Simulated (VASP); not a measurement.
# GaN (I-4m2) in VASP: single point with PBE

Aim: the single point of GaN with PBE.

Program: VASP 6.6.1. These are calculated values, not measurements. Logs are shortened: lines on timing, memory, paths and dates and some standing lists are left out, and cuts for length are marked.

## Step 1: The cell of the first run

Symmetry: I-4m2, No. 119, tetragonal system. Conventional cell: a = 3.136 Å, b = 3.136 Å, c = 4.656 Å, α = 90.00°, β = 90.00°, γ = 90.00°. Within 2.6 Å of Ga (site symmetry -4m2) lie 4 N at 1.95 Å. N (site symmetry -4m2) has 4 Ga at 1.95 Å within 2.6 Å.

## Step 2: Single point, PBE

File INCAR:

```
SYSTEM = GaN
ALGO = Normal
EDIFF = 1E-6
ENCUT = 520
GGA = PE
ISIF = 2
ISMEAR = 0
LASPH = .TRUE.
LCHARG = .FALSE.
LREAL = .FALSE.
LWAVE = .FALSE.
NBANDS = 16
NELM = 60
PREC = Accurate
SIGMA = 0.05
```

File KPOINTS:

```
k-points
0
G
  12 12 12
  0 0 0
```

File POSCAR:

```
GaN
1.0
    0.0000000000      2.2171474665      2.3280048399
    2.2171474665      0.0000000000      2.3280048399
    2.2171474665      2.2171474665      0.0000000000
Ga N
1 1
Direct
    0.0000000000      0.0000000000      0.0000000000
    0.7500000000      0.7500000000      0.7500000000
```

Potentials or basis: VASP PAW PBE potentials, release 64 (Ga_d, N).

Run with:

```console
$ cat potpaw_PBE.64/Ga_d/POTCAR potpaw_PBE.64/N/POTCAR > POTCAR
$ mpirun -np 1 vasp_std > vasp.out
```

OUTCAR:

```text
SYSTEM = GaN
   EDIFF = 1E-6
   ENCUT = 520
   GGA = PE
   ISIF = 2
   ISMEAR = 0
   LASPH = .TRUE.
   LREAL = .FALSE.
   NELM = 60
   PREC = Accurate

 ion  position               nearest neighbor table
   1  0.000  0.000  0.000-   2 1.95   2 1.95   2 1.95   2 1.95
   2  0.750  0.750  0.750-   1 1.95   1 1.95   1 1.95   1 1.95

  LATTYP: Found a body centered tetragonal cell.
 ALAT       =     3.1355200169
 C/A-ratio  =     1.4849242405

  Lattice vectors:

 A1 = (  -2.2171474665,   0.0000000000,   2.3280048399)
 A2 = (   2.2171474665,   0.0000000000,   2.3280048399)
 A3 = (   0.0000000000,   2.2171474665,  -2.3280048399)

Analysis of symmetry for initial positions (statically):
=====================================================================
 Subroutine PRICEL returns:
 Original cell was already a primitive cell.

 Routine SETGRP: Setting up the symmetry group for a
 body centered tetragonal supercell.

 Subroutine GETGRP returns: Found  8 space group operations
 (whereof  8 operations were pure point group operations)
 out of a pool of 16 trial point group operations.

The static configuration has the point symmetry D_2d.

Analysis of symmetry for dynamics (positions and initial velocities):
=====================================================================
 Subroutine PRICEL returns:
 Original cell was already a primitive cell.

 Routine SETGRP: Setting up the symmetry group for a
 body centered tetragonal supercell.

 Subroutine GETGRP returns: Found  8 space group operations
 (whereof  8 operations were pure point group operations)
 out of a pool of 16 trial point group operations.

The dynamic configuration has the point symmetry D_2d.

 Subroutine INISYM returns: Found  8 space group operations
 (whereof  8 operations are pure point group operations),
 and found     1 'primitive' translations

----------------------------------------------------------------------------------------

                                     Primitive cell

  volume of cell :      22.8877

  direct lattice vectors                    reciprocal lattice vectors
     0.000000000  2.217147467  2.328004840    -0.225514995  0.225514995  0.214776186
     2.217147467  0.000000000  2.328004840     0.225514995 -0.225514995  0.214776186
     2.217147467  2.217147467  0.000000000     0.225514995  0.225514995 -0.214776186

  length of vectors
     3.214863826  3.214863826  3.135520017     0.384503363  0.384503363  0.384503363

  position of ions in fractional coordinates (direct lattice)
     0.000000000  0.000000000  0.000000000
     0.750000000  0.750000000  0.750000000

  ion indices of the primitive-cell ions
   primitive index   ion index
                 1           1
                 2           2

----------------------------------------------------------------------------------------

 KPOINTS: k-points

Automatic generation of k-mesh.
 Grid dimensions read from file:
 generate k-points for:   12   12   12

 Generating k-lattice:

  Cartesian coordinates                     Fractional coordinates (reciprocal lattice)
    -0.018792916  0.018792916  0.017898015     0.083333333  0.000000000  0.000000000
     0.018792916 -0.018792916  0.017898015     0.000000000  0.083333333  0.000000000
     0.018792916  0.018792916 -0.017898015    -0.000000000 -0.000000000  0.083333333

  Length of vectors
     0.032041947  0.032041947  0.032041947

  Shift w.r.t. Gamma in fractional coordinates (k-lattice)
     0.000000000  0.000000000  0.000000000

 Subroutine IBZKPT returns following result:
 ===========================================

 Found    163 irreducible k-points:

 Following reciprocal coordinates:
            Coordinates               Weight
  0.000000  0.000000  0.000000      1.000000
  0.083333  0.000000  0.000000      8.000000
  0.166667  0.000000  0.000000      8.000000
  0.250000 -0.000000  0.000000      8.000000
  0.333333  0.000000  0.000000      8.000000
  0.416667 -0.000000  0.000000      8.000000
[... 16 lines left out ...]
  0.500000  0.166667  0.000000      8.000000
 -0.416667  0.166667  0.000000      8.000000
 [... further k-points ...]
   k-points           NKPTS =    163   k-points in BZ     NKDIM =    163   number of bands    NBANDS=     16
   number of dos      NEDOS =    301   number of ions     NIONS =      2
   total plane-waves  NPLWV =  13824
   dimension x,y,z NGX =    24 NGY =   24 NGZ =   24
   dimension x,y,z NGXF=    48 NGYF=   48 NGZF=   48
   ions per type =               1   1
   NGX,Y,Z   is equivalent  to a cutoff of  12.41, 12.41, 12.72 a.u.
   NGXF,Y,Z  is equivalent  to a cutoff of  24.82, 24.82, 25.45 a.u.
 SYSTEM =  GaN
   PREC   = accura    normal or accurate (medium, high low for compatibility)
   ISTART =      0    job   : 0-new  1-cont  2-samecut
   ICHARG =      2    charge: 1-file 2-atom 10-const
   ISPIN  =      1    spin polarized calculation?
   LNONCOLLINEAR =      F non collinear calculations
   LSORBIT =      F    spin-orbit coupling
   LASPH  =      T    aspherical Exc in radial PAW
   ENCUT  =  520.0 eV  38.22 Ry    6.18 a.u.   5.98  5.98  5.83*2*pi/ulx,y,z
   NELM   =     60;   NELMIN=  2; NELMDL= -5     # of ELM steps
   EDIFF  = 0.1E-05   stopping-criterion for ELM
   LREAL  =      F    real-space projection
   EDIFFG = 0.1E-04   stopping-criterion for IOM
   NSW    =      0    number of steps for IOM
   IBRION =     -1    ionic relax: 0-MD 1-quasi-New 2-CG
   NFREE  =      0    steps in history (QN), initial steepest desc. (CG)
   ISIF   =      2    stress and relaxation
   ISYM   =      2    0-nonsym 1-usesym 2-fastsym
   POTIM  = 0.5000    time-step for ionic-motion
   TEBEG  =    0.0;   TEEND  =   0.0 temperature during run
   PSTRESS=    0.0 pullay stress
   NELECT =      18.0000    total number of electrons
   NUPDOWN=      -1.0000    fix difference up-down
   EMIN   =  10.00;   EMAX   =-10.00  energy-range for DOS
   EFERMI =   0.00;   METHOD = LEGACY
   ISMEAR =     0;   SIGMA  =   0.05  broadening in eV -4-tet -1-fermi 0-gaus
   EFERMI_NEDOS =   21; number of points for ismear=-14 and -15
   IALGO  =     38    algorithm
   IMIX   =      4    mixing-type and parameters
     AMIX     =   0.40;   BMIX     =  1.00
     AMIX_MAG =   1.60;   BMIX_MAG =  1.00
  volume/ion in A,a.u.               =      11.44        77.23
  Fermi-wavevector in a.u.,A,eV,Ry     =   1.511117  2.855596 31.068543  2.283473
  Thomas-Fermi vector in A             =   2.621216
   LORBIT       =      0    0 simple, 1 ext, 2 COOP (PROOUT), +10 PAW based schemes
   GGA     = PE    functional components
   LHFCALC =     F    Hartree Fock is set to
   AEXX    =    0.0000 exact exchange contribution
   IVDW    =     0    specifies the selected vdW correction
   LEPSILON=     F    determine dielectric tensor
   LRPA    =     F    only Hartree local field effects (RPA)
 non-spin polarized calculation
 Gauss-broadening in eV      SIGMA  =   0.05
  energy-cutoff  :      520.00
  volume of cell :       22.89
 maximum number of plane-waves:       632
   NGX = 11   NGY = 11   NGZ = 11

 number of electron      18.0000006 magnetization

 Free energy of the ion-electron system (eV)
  ---------------------------------------------------
  ext. energy  EPLUGINS =         0.00000000
  ---------------------------------------------------
  free energy    TOTEN  =       -12.12850250 eV

  energy without entropy =      -12.12850250  energy(sigma->0) =      -12.12850250

 E-fermi :   5.6516     XC(G=0): -11.6697

 val. band max:        5.3635414823   @ k =   0.0000   0.0000   0.0000
 cond. band min:       6.9968936470   @ k =   0.0000   0.0000   0.0000
 fundamental gap:      1.6333521646
 Fermi energy:         5.6515743235

 k-point     1 :       0.0000    0.0000    0.0000
  band No.  band energies     occupation
      1     -10.6475      2.00000
      2      -8.2008      2.00000
      3      -8.1458      2.00000
      4      -8.1458      2.00000
      5      -7.8476      2.00000
      6      -7.8468      2.00000
[... 8 lines left out ...]
     15      23.1280      0.00000
     16      24.0484      0.00000

 k-point     2 :       0.0833    0.0000    0.0000
  band No.  band energies     occupation
      1     -10.5700      2.00000
      2      -8.1857      2.00000
      3      -8.1363      2.00000
      4      -8.1254      2.00000
      5      -7.8486      2.00000
      6      -7.8474      2.00000
[... 8 lines left out ...]
     15      23.2655      0.00000
     16      23.6285      0.00000

 k-point     3 :       0.1667    0.0000    0.0000
  band No.  band energies     occupation
      1     -10.3628      2.00000
      2      -8.1527      2.00000
      3      -8.1123      2.00000
      4      -8.0348      2.00000
      5      -7.8516      2.00000
      6      -7.8438      2.00000
[... 8 lines left out ...]
     15      22.5842      0.00000
     16      22.6244      0.00000

 k-point     4 :       0.2500   -0.0000    0.0000
  band No.  band energies     occupation
      1     -10.1031      2.00000
      2      -8.1233      2.00000
      3      -8.0853      2.00000
      4      -7.8494      2.00000
      5      -7.8478      2.00000
      6      -7.7857      2.00000
[... 8 lines left out ...]
     15      22.2854      0.00000
     16      22.3815      0.00000
[... 324 lines left out ...]
 k-point    22 :       0.4167    0.1667    0.0000
  band No.  band energies     occupation
      1      -9.7586      2.00000
      2      -8.0756      2.00000
      3      -8.0081      2.00000
      4      -7.8817      2.00000
      5      -7.8094      2.00000
      6      -7.0421      2.00000
[... 8 lines left out ...]
     15      24.4205      0.00000
     16      25.8645      0.00000

 k-point    23 :       0.5000    0.1667    0.0000
  band No.  band energies     occupation
      1      -9.6893      2.00000
      2      -8.0812      2.00000
      3      -8.0069      2.00000
      4      -7.8495      2.00000
      5      -7.8116      2.00000
      6      -6.5647      2.00000
[... 8 lines left out ...]
     15      24.3955      0.00000
     16      25.6656      0.00000

 k-point    24 :      -0.4167    0.1667    0.0000
  band No.  band energies     occupation
      1      -9.6785      2.00000
      2      -8.0848      2.00000
      3      -8.0114      2.00000
      4      -7.8298      2.00000
      5      -7.8283      2.00000
      6      -6.4345      2.00000
[... 8 lines left out ...]
     15      24.1562      0.00000
     16      24.5516      0.00000

 [... further k-points ...]
[... 5 lines left out ...]
  --------------------------------------------------------------------------------------
  -------------------------------------------------------------------------------------
  Total        1.0205533      1.0205533      0.0758457      0.0000000     -0.0000000     -0.0000000
  in kB       71.4402936     71.4402936      5.3093150      0.0000000     -0.0000000     -0.0000000
  external PRESSURE =      49.3966341 kB  Pullay stress =       0.0000000 kB

 VOLUME and BASIS-vectors are now :
 -----------------------------------------------------------------------------
  energy-cutoff  :      520.00
  volume of cell :       22.89
      direct lattice vectors                 reciprocal lattice vectors
     0.000000000  2.217147467  2.328004840    -0.225514995  0.225514995  0.214776186
     2.217147467  0.000000000  2.328004840     0.225514995 -0.225514995  0.214776186
     2.217147467  2.217147467  0.000000000     0.225514995  0.225514995 -0.214776186

 POSITION                                       TOTAL-FORCE (eV/Angst)
 -----------------------------------------------------------------------------------
      0.00000      0.00000      0.00000         0.000000      0.000000     -0.000000
      3.32572      3.32572      3.49201        -0.000000     -0.000000      0.000000
 -----------------------------------------------------------------------------------
    total drift:                               -0.000001     -0.000001     -0.000002

  FREE ENERGIE OF THE ION-ELECTRON SYSTEM (eV)
  ---------------------------------------------------
  free  energy   TOTEN  =       -12.1285024985 eV

  energy  without entropy=      -12.1285024985  energy(sigma->0) =      -12.12850250
```

Wall time 16 s (1 thread of Intel Xeon 6975P-C (Granite Rapids), shared host); peak memory 0.18 GiB.

What came out:

- Free energy: -12.1285 eV
- Pressure: 4.9 GPa
- Band gap on the k mesh: 1.63 eV, direct

Levels at points of the mesh, in eV from the valence-band top:
```csv
k point,band 5,band 6,band 7,band 8,band 9,band 10,band 11,band 12,band 13,band 14
"(0.00, 0.00, 0.00)",-13.21,-13.21,-0.25,0.00,0.00,1.63,10.19,10.19,10.32,17.53
"(0.50, 0.00, 0.00)",-13.15,-11.96,-7.11,-1.24,-0.86,4.49,8.65,10.01,10.66,15.50
"(0.50, 0.50, 0.00)",-13.15,-11.71,-6.55,-2.53,-2.53,3.50,7.08,11.19,14.04,14.04
"(0.50, 0.00, 0.50)",-13.13,-11.45,-6.02,-2.90,-2.89,3.18,6.33,11.83,13.22,14.36
```
